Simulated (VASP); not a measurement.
# SnAuBr3 (Cmcm) in VASP: single point with PBEsol

Aim: the single point of SnAuBr3 with PBEsol.

Program: VASP 6.6.1. These are calculated values, not measurements. Logs are shortened: lines on timing, memory, paths and dates and some standing lists are left out, and cuts for length are marked.

## 1. The cell of the first run

The structure is orthorhombic, space group Cmcm (No. 63). The conventional cell has a = 4.177 Å, b = 14.451 Å, c = 9.004 Å, α = 90.00°, β = 90.00°, γ = 90.00°. Within 4.0 Å of Sn (site symmetry m2m) lie 8 Br at 3.02 to 3.28 Å. Within 3.3 Å of Au (site symmetry 2/m) lie 6 Br at 2.51 to 3.10 Å. Within 3.3 Å of Br (site symmetry m2m) lie 2 Au at 2.51 Å and 2 Sn at 3.28 Å. Within 4.0 Å of Br (site symmetry m) lie 3 Sn at 3.02 to 3.15 Å and 2 Au at 3.10 Å and 5 Br at 3.39 to 3.67 Å.

## 2. Single point, PBEsol

INCAR reads:

```
SYSTEM = SnAuBr3
PREC = Accurate ; ENCUT = 520
EDIFF = 1E-7 ; ISMEAR = -1
SIGMA = 0.03 ; LREAL = .FALSE.
LASPH = .TRUE. ; NELM = 100
ALGO = Normal ; ISIF = 2
LWAVE = .FALSE. ; LCHARG = .FALSE.
GGA = PS ; NBANDS = 57
```

KPOINTS reads:

```
Automatic mesh
0
G
  6 6 2
  0 0 0
```

POSCAR reads:

```
SnAuBr3
1.0
    2.0886891234     -7.2254443039      0.0000000000
    2.0886891234      7.2254443039      0.0000000000
    0.0000000000      0.0000000000      9.0037894088
Sn Au Br
2 2 6
Direct
    0.2480244259      0.7519755741      0.7500000000
    0.7519755741      0.2480244259      0.2500000000
    0.0000000000      0.0000000000      0.0000000000
    0.0000000000      0.0000000000      0.5000000000
    0.9231058788      0.0768941212      0.7500000000
    0.0768941212      0.9231058788      0.2500000000
    0.3464633187      0.6535366813      0.0616852902
    0.6535366813      0.3464633187      0.9383147098
    0.3464633187      0.6535366813      0.4383147098
    0.6535366813      0.3464633187      0.5616852902
```

Potentials or basis: VASP PAW PBE potentials, release 64 (Sn_d, Au, Br).

Started as:

```sh
$ cat potpaw_PBE.64/Sn_d/POTCAR potpaw_PBE.64/Au/POTCAR potpaw_PBE.64/Br/POTCAR > POTCAR
$ mpirun -np 1 vasp_std > vasp.out
```

OUTCAR:

```text
SYSTEM = SnAuBr3
   PREC = Accurate
   ENCUT = 520
   EDIFF = 1E-7
   ISMEAR = -1
   LREAL = .FALSE.
   LASPH = .TRUE.
   NELM = 100
   ISIF = 2
   GGA = PS

 ion  position               nearest neighbor table
   1  0.248  0.752  0.750-   8 3.02  10 3.02   8 3.02  10 3.02   7 3.15   9 3.15
   2  0.752  0.248  0.250-   7 3.02   9 3.02   7 3.02   9 3.02   8 3.15  10 3.15
   3  0.000  0.000  0.000-   5 2.51   6 2.51   8 3.10   7 3.10   8 3.10   7 3.10
   4  0.000  0.000  0.500-   5 2.51   6 2.51  10 3.10   9 3.10  10 3.10   9 3.10
   5  0.923  0.077  0.750-   3 2.51   4 2.51
   6  0.077  0.923  0.250-   3 2.51   4 2.51
   7  0.346  0.654  0.062-   2 3.02   2 3.02   3 3.10   3 3.10   1 3.15
   8  0.654  0.346  0.938-   1 3.02   1 3.02   3 3.10   3 3.10   2 3.15
   9  0.346  0.654  0.438-   2 3.02   2 3.02   4 3.10   4 3.10   1 3.15
  10  0.654  0.346  0.562-   1 3.02   1 3.02   4 3.10   4 3.10   2 3.15

  LATTYP: Found a base centered orthorhombic cell.
 ALAT       =     4.1773782468
 B/A-ratio  =     3.4593201176
 C/A-ratio  =     2.1553684816

  Lattice vectors:

 A1 = (   2.0886891234,  -7.2254443039,   0.0000000000)
 A2 = (   2.0886891234,   7.2254443039,   0.0000000000)
 A3 = (   0.0000000000,   0.0000000000,   9.0037894088)

Analysis of symmetry for initial positions (statically):
=====================================================================
 Subroutine PRICEL returns:
 Original cell was already a primitive cell.

 Routine SETGRP: Setting up the symmetry group for a
 base centered orthorhombic supercell.

 Subroutine GETGRP returns: Found  8 space group operations
 (whereof  4 operations were pure point group operations)
 out of a pool of  8 trial point group operations.

The static configuration has the point symmetry C_2h.
 The point group associated with its full space group is D_2h.

Analysis of symmetry for dynamics (positions and initial velocities):
=====================================================================
 Subroutine PRICEL returns:
 Original cell was already a primitive cell.

 Routine SETGRP: Setting up the symmetry group for a
 base centered orthorhombic supercell.

 Subroutine GETGRP returns: Found  8 space group operations
 (whereof  4 operations were pure point group operations)
 out of a pool of  8 trial point group operations.

The dynamic configuration has the point symmetry C_2h.
 The point group associated with its full space group is D_2h.

 Subroutine INISYM returns: Found  8 space group operations
 (whereof  4 operations are pure point group operations),
 and found     1 'primitive' translations

----------------------------------------------------------------------------------------

                                     Primitive cell

  volume of cell :     271.7651

  direct lattice vectors                    reciprocal lattice vectors
     2.088689123 -7.225444304  0.000000000     0.239384595 -0.069199897  0.000000000
     2.088689123  7.225444304  0.000000000     0.239384595  0.069199897  0.000000000
     0.000000000  0.000000000  9.003789409     0.000000000  0.000000000  0.111064348

  length of vectors
     7.521280984  7.521280984  9.003789409     0.249185895  0.249185895  0.111064348

  position of ions in fractional coordinates (direct lattice)
     0.248024426  0.751975574  0.750000000
     0.751975574  0.248024426  0.250000000
     0.000000000  0.000000000  0.000000000
     0.000000000  0.000000000  0.500000000
     0.923105879  0.076894121  0.750000000
     0.076894121  0.923105879  0.250000000
     0.346463319  0.653536681  0.061685290
     0.653536681  0.346463319  0.938314710
     0.346463319  0.653536681  0.438314710
     0.653536681  0.346463319  0.561685290

  ion indices of the primitive-cell ions
   primitive index   ion index
                 1           1
                 2           2
                 3           3
                 4           4
                 5           5
                 6           6
                 7           7
                 8           8
                 9           9
                10          10

----------------------------------------------------------------------------------------

 KPOINTS: Automatic mesh

Automatic generation of k-mesh.
 Grid dimensions read from file:
 generate k-points for:    6    6    2

 Generating k-lattice:

  Cartesian coordinates                     Fractional coordinates (reciprocal lattice)
     0.039897433 -0.011533316  0.000000000     0.166666667  0.000000000  0.000000000
     0.039897433  0.011533316  0.000000000     0.000000000  0.166666667  0.000000000
     0.000000000  0.000000000  0.055532174     0.000000000  0.000000000  0.500000000

  Length of vectors
     0.041530982  0.041530982  0.055532174

  Shift w.r.t. Gamma in fractional coordinates (k-lattice)
     0.000000000  0.000000000  0.000000000

 Subroutine IBZKPT returns following result:
 ===========================================

 Found     26 irreducible k-points:

 Following reciprocal coordinates:
            Coordinates               Weight
  0.000000  0.000000  0.000000      1.000000
  0.166667 -0.000000  0.000000      4.000000
  0.333333 -0.000000  0.000000      4.000000
  0.500000  0.000000  0.000000      2.000000
  0.166667  0.166667  0.000000      2.000000
  0.333333  0.166667  0.000000      4.000000
[... 16 lines left out ...]
  0.333333  0.333333  0.500000      2.000000
  0.500000  0.333333  0.500000      4.000000
 [... further k-points ...]
   k-points           NKPTS =     26   k-points in BZ     NKDIM =     26   number of bands    NBANDS=     57
   number of dos      NEDOS =    301   number of ions     NIONS =     10
   total plane-waves  NPLWV = 219520
   dimension x,y,z NGX =    56 NGY =   56 NGZ =   70
   dimension x,y,z NGXF=   112 NGYF=  112 NGZF=  140
   ions per type =               2   2   6
   NGX,Y,Z   is equivalent  to a cutoff of  12.38, 12.38, 12.92 a.u.
   NGXF,Y,Z  is equivalent  to a cutoff of  24.76, 24.76, 25.85 a.u.
 SYSTEM =  SnAuBr3
   PREC   = accura    normal or accurate (medium, high low for compatibility)
   ISTART =      0    job   : 0-new  1-cont  2-samecut
   ICHARG =      2    charge: 1-file 2-atom 10-const
   ISPIN  =      1    spin polarized calculation?
   LNONCOLLINEAR =      F non collinear calculations
   LSORBIT =      F    spin-orbit coupling
   LASPH  =      T    aspherical Exc in radial PAW
   ENCUT  =  520.0 eV  38.22 Ry    6.18 a.u.  13.98 13.98 16.74*2*pi/ulx,y,z
   NELM   =    100;   NELMIN=  2; NELMDL= -5     # of ELM steps
   EDIFF  = 0.1E-06   stopping-criterion for ELM
   LREAL  =      F    real-space projection
   EDIFFG = 0.1E-05   stopping-criterion for IOM
   NSW    =      0    number of steps for IOM
   IBRION =     -1    ionic relax: 0-MD 1-quasi-New 2-CG
   NFREE  =      0    steps in history (QN), initial steepest desc. (CG)
   ISIF   =      2    stress and relaxation
   ISYM   =      2    0-nonsym 1-usesym 2-fastsym
   POTIM  = 0.5000    time-step for ionic-motion
   TEBEG  =    0.0;   TEEND  =   0.0 temperature during run
   PSTRESS=    0.0 pullay stress
   NELECT =      92.0000    total number of electrons
   NUPDOWN=      -1.0000    fix difference up-down
   EMIN   =  10.00;   EMAX   =-10.00  energy-range for DOS
   EFERMI =   0.00;   METHOD = LEGACY
   ISMEAR =    -1;   SIGMA  =   0.03  broadening in eV -4-tet -1-fermi 0-gaus
   EFERMI_NEDOS =   21; number of points for ismear=-14 and -15
   IALGO  =     38    algorithm
   IMIX   =      4    mixing-type and parameters
     AMIX     =   0.40;   BMIX     =  1.00
     AMIX_MAG =   1.60;   BMIX_MAG =  1.00
  volume/ion in A,a.u.               =      27.18       183.40
  Fermi-wavevector in a.u.,A,eV,Ry     =   1.140966  2.156114 17.712125  1.301804
  Thomas-Fermi vector in A             =   2.277668
   LORBIT       =      0    0 simple, 1 ext, 2 COOP (PROOUT), +10 PAW based schemes
   GGA     = PS    functional components
   LHFCALC =     F    Hartree Fock is set to
   AEXX    =    0.0000 exact exchange contribution
   IVDW    =     0    specifies the selected vdW correction
   LEPSILON=     F    determine dielectric tensor
   LRPA    =     F    only Hartree local field effects (RPA)
 non-spin polarized calculation
  energy-cutoff  :      520.00
  volume of cell :      271.77
 maximum number of plane-waves:      7346
   NGX = 27   NGY = 27   NGZ = 33

 number of electron      91.9999992 magnetization

 Free energy of the ion-electron system (eV)
  ---------------------------------------------------
  ext. energy  EPLUGINS =         0.00000000
  ---------------------------------------------------
  free energy    TOTEN  =       -31.01783936 eV

  energy without entropy =      -31.01783932  energy(sigma->0) =      -31.01783934

 E-fermi :   3.9494     XC(G=0):  -9.5397

 val. band max:        3.5483538981   @ k =   0.5000   0.5000   0.0000
 cond. band min:       4.3701047651   @ k =   0.1667   0.1667   0.0000
 fundamental gap:      0.8217508670
 Fermi energy:         3.9493558624

 k-point     1 :       0.0000    0.0000    0.0000
  band No.  band energies     occupation
      1     -17.8342      2.00000
      2     -17.8339      2.00000
      3     -17.8241      2.00000
      4     -17.8238      2.00000
      5     -17.8169      2.00000
      6     -17.8118      2.00000
[... 49 lines left out ...]
     56       8.9683      0.00000
     57       9.5101      0.00000

 k-point     2 :       0.1667   -0.0000    0.0000
  band No.  band energies     occupation
      1     -17.8318      2.00000
      2     -17.8313      2.00000
      3     -17.8264      2.00000
      4     -17.8261      2.00000
      5     -17.8163      2.00000
      6     -17.8116      2.00000
[... 49 lines left out ...]
     56       9.2102      0.00000
     57       9.6213      0.00000

 k-point     3 :       0.3333   -0.0000    0.0000
  band No.  band energies     occupation
      1     -17.8321      2.00000
      2     -17.8319      2.00000
      3     -17.8264      2.00000
      4     -17.8259      2.00000
      5     -17.8145      2.00000
      6     -17.8114      2.00000
[... 1194 lines left out ...]
      1     -17.8321      2.00000
      2     -17.8321      2.00000
      3     -17.8262      2.00000
      4     -17.8262      2.00000
      5     -17.8128      2.00000
      6     -17.8128      2.00000
[... 49 lines left out ...]
     56       9.3157      0.00000
     57       9.7905      0.00000

 k-point    24 :       0.5000    0.3333    0.5000
  band No.  band energies     occupation
      1     -17.8315      2.00000
      2     -17.8315      2.00000
      3     -17.8263      2.00000
      4     -17.8263      2.00000
      5     -17.8139      2.00000
      6     -17.8139      2.00000
[... 49 lines left out ...]
     56       9.4623      0.00000
     57       9.7376      0.00000

 [... further k-points ...]

------------------------ aborting loop because EDIFF is reached ----------------------------------------

  FORCE on cell =-STRESS in cart. coord.  units (eV):
  Direction    XX          YY          ZZ          XY          YZ          ZX
  --------------------------------------------------------------------------------------
  -------------------------------------------------------------------------------------
  Total       -0.0059777     -0.0181014      0.0006256      0.0000000     -0.0000000      0.0000000
  in kB       -0.0352411     -0.1067159      0.0036885      0.0000000     -0.0000000      0.0000000
  external PRESSURE =      -0.0460895 kB  Pullay stress =       0.0000000 kB

 VOLUME and BASIS-vectors are now :
 -----------------------------------------------------------------------------
  energy-cutoff  :      520.00
  volume of cell :      271.77
      direct lattice vectors                 reciprocal lattice vectors
     2.088689123 -7.225444304  0.000000000     0.239384595 -0.069199897  0.000000000
     2.088689123  7.225444304  0.000000000     0.239384595  0.069199897  0.000000000
     0.000000000  0.000000000  9.003789409     0.000000000  0.000000000  0.111064348

 POSITION                                       TOTAL-FORCE (eV/Angst)
 -----------------------------------------------------------------------------------
      2.08869      3.64127      6.75284         0.000000     -0.000909      0.000000
      2.08869     -3.64127      2.25095         0.000000      0.000909     -0.000000
      0.00000      0.00000      0.00000         0.000000      0.000000      0.000000
      0.00000      0.00000      4.50189         0.000000      0.000000      0.000000
      2.08869     -6.11426      6.75284         0.000000      0.005440      0.000000
      2.08869      6.11426      2.25095         0.000000     -0.005440      0.000000
      2.08869      2.21874      0.55540         0.000000     -0.006717     -0.003069
      2.08869     -2.21874      8.44839         0.000000      0.006717      0.003069
      2.08869      2.21874      3.94649         0.000000     -0.006717      0.003069
      2.08869     -2.21874      5.05730         0.000000      0.006717     -0.003069
 -----------------------------------------------------------------------------------
    total drift:                                0.000000     -0.000000     -0.000000

  FREE ENERGIE OF THE ION-ELECTRON SYSTEM (eV)
  ---------------------------------------------------
  free  energy   TOTEN  =       -31.0178393606 eV

  energy  without entropy=      -31.0178393202  energy(sigma->0) =      -31.01783934
```

Run time: 9.4 min. Hardware: 1 thread of AMD EPYC 7R43 (Zen 3), shared host; peak memory 0.64 GiB.

What came out:

* Free energy: -31.0178 eV
* Pressure: 0.0 GPa
* Largest force: 0.007 eV/Å
* Band gap on the k mesh: 0.82 eV (least direct gap 1.04 eV)

Forces on the atoms (eV/Å):
```
Sn   0.000 -0.001  0.000
Sn   0.000  0.001  0.000
Au   0.000  0.000  0.000
Au   0.000  0.000  0.000
Br   0.000  0.005  0.000
Br   0.000 -0.005  0.000
Br   0.000 -0.007 -0.003
Br   0.000  0.007  0.003
Br   0.000 -0.007  0.003
Br   0.000  0.007 -0.003
```

Caveat: the PAW data sets were made with another functional, which shifts forces and pressure a little; spin-orbit coupling is left out, which moves the levels of the heavy elements. A k mesh can miss the band edges.
